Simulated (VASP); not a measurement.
A run of VASP 6.6.1 is set up as follows.

INCAR

```
ALGO = Fast
EDIFF = 1E-6
ENCUT = 520
GGA = PE
ISIF = 2
ISMEAR = 0
LASPH = T
LCHARG = F
LREAL = F
LWAVE = F
NBANDS = 16
NELM = 60
PREC = Accurate
SIGMA = 0.15
```

File KPOINTS:

```
k-points
0
Gamma
  18 18 10
```

POSCAR

```
Ir
1.0
    2.7478111495      0.0000000000      0.0000000000
   -1.3739055747      2.3796742603      0.0000000000
    0.0000000000      0.0000000000      4.2155000000
Ir
2
Direct
    0.6666666667      0.3333333333      0.7500000000
    0.3333333333      0.6666666667      0.2500000000
```

Potentials or basis: VASP PAW PBE potentials, release 64 (Ir).

The run is started by

```console
$ cat potpaw_PBE.64/Ir/POTCAR > POTCAR
$ mpirun -np 1 vasp_std > vasp.out
```

Estimate the band gap on the k mesh.

zero (band 9 reaches 11.95 eV, above the bottom of band 10 at 8.56 eV).

What does it give for the pressure?

24.6 GPa.

Stress tensor (GPa, compression positive):
```
16.33  0.00  0.00
 0.00 16.33  0.00
 0.00  0.00 41.23
```

Caveat: spin-orbit coupling is left out, which moves the levels of the heavy elements.
